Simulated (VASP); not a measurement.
## Ni: single point with PBEsol

Crystal: Ni.

```
Ni
1.0
     0.00000    1.74908    1.74908
     1.74908    0.00000    1.74908
     1.74908    1.74908    0.00000
Ni
1
Direct
  0.00000 0.00000 0.00000
```

This cell differs from its parent crystal: volume scaled by 1.02.

```json
{
  "Program": "VASP 6.6.1",
  "Task": "single point",
  "Functional": "PBEsol",
  "Potentials or basis": "VASP PAW PBE potentials, release 64 (Ni)",
  "Cutoff": "520 eV",
  "k mesh": "13 × 13 × 13",
  "Occupations": "fermi-dirac, width 0.05 eV",
  "Spin": "collinear spin, ferromagnetic start",
  "Starting moments": "[1.0] μB"
}
```

```json
{
  "Pressure": "-6.5 GPa",
  "Net moment": "0.63 μB per cell",
  "Site moments": "Ni +0.63 μB",
  "Valence electrons inside the program's atomic spheres": "Ni 9.34"
}
```

Levels at points of the mesh, in eV from the Fermi level:
Spin up:
```csv
k point,band 2,band 3,band 4,band 5,band 6,band 7,band 8,band 9
"(0.00, 0.00, 0.00)",-2.47,-2.47,-2.47,-1.27,-1.27,23.83,27.80,27.80
```
Spin down:
| k point | band 1 | band 2 | band 3 | band 4 | band 5 | band 6 | band 7 | band 8 | band 9 | band 10 |
| --- | --- | --- | --- | --- | --- | --- | --- | --- | --- | --- |
| (0.00, 0.00, 0.00) | -9.19 | -1.75 | -1.75 | -1.75 | -0.66 | -0.66 | 23.73 | 27.81 | 27.81 | 27.81 |

Wall time 16 s on 1 thread of Intel(R) Xeon(R) 6975P-C (Granite Rapids), with other jobs on the host, peak memory 0.13 GiB.

Caveat: the PAW data sets were made with another functional, which shifts forces and pressure a little.
